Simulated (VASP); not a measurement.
Runs of VASP 6.6.1 on ZnMo3. The structure is that of space group Pm-3m (No. 221), or close to it. The cells are those of the table. 

```tsv
task	level	potentials or basis	cell	k mesh	k mesh for the DOS	occupations for the DOS	gap on the mesh (eV)	pressure (GPa)
single point	PBE	VASP PAW PBE potentials, release 64 (Mo_sv, Zn)	a = 3.943 Å, 4 atoms	7 × 7 × 7	-	-	none	(a)
single point	PBE	VASP PAW PBE potentials, release 64 (Mo_sv, Zn)	a = 3.995 Å, 4 atoms	7 × 7 × 7	-	-	none	(b)
single point	PBE	VASP PAW PBE potentials, release 64 (Mo_sv, Zn)	a = 3.890 Å, 4 atoms	7 × 7 × 7	-	-	none	8.7
single point	PBE	VASP PAW PBE potentials, release 64 (Mo_sv, Zn)	a = 3.917 Å, 4 atoms	7 × 7 × 7	-	-	none	3.7
single point	PBE	VASP PAW PBE potentials, release 64 (Mo_sv, Zn)	a = 3.969 Å, 4 atoms	7 × 7 × 7	-	-	none	-4.8
```

Alike in all rows: no spin polarisation; cutoff (eV) 520; smearing fermi-dirac 0.05 eV.

Problem. Estimate the missing entries.

Solution. (a) -0.7; (b) -8.4.

A k mesh can miss the band edges, and the runs leave out spin-orbit coupling on Mo.

A gap of «none» marks levels without a gap at the run's occupations.
